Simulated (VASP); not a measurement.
MgSe, 2 atoms in the cell. Symmetry: Fm-3m, No. 225, cubic system. Conventional cell: a = 5.687 Å, b = 5.687 Å, c = 5.687 Å, α = 90.00°, β = 90.00°, γ = 90.00°. Within 3.7 Å of Mg (site symmetry m-3m) lie 6 Se at 2.84 Å. Se (site symmetry m-3m) has 6 Mg at 2.84 Å within 3.7 Å.  This cell differs from its parent crystal: volume scaled by 1.10.

- Program: VASP 6.6.1
- Task: single point
- Functional: PBE
- Potentials or basis: VASP PAW PBE potentials, release 64 (Mg, Se)
- Cutoff: 600 eV
- k mesh: 8 × 8 × 8
- Occupations: gaussian, width 0.02 eV
- Spin: no spin polarisation
- Dipole correction: no
- Further INCAR settings: ALGO = Normal; EDIFF = 1e-06; NBANDS = 11

Potentials or basis: VASP PAW PBE potentials, release 64 (Mg, Se).

The run is started by

```bash
$ cat potpaw_PBE.64/Mg/POTCAR potpaw_PBE.64/Se/POTCAR > POTCAR
$ mpirun -np 1 vasp_std > vasp.out
```

Hardware: 1 thread of Intel(R) Xeon(R) 6975P-C (Granite Rapids) (shared host).

Task: Estimate the wall time of this run.

Result: Run time: 7.2 s on 1 thread of Intel(R) Xeon(R) 6975P-C (Granite Rapids) (shared host), peak memory 0.17 GiB. Counts: scf iterations 12, k points 29.
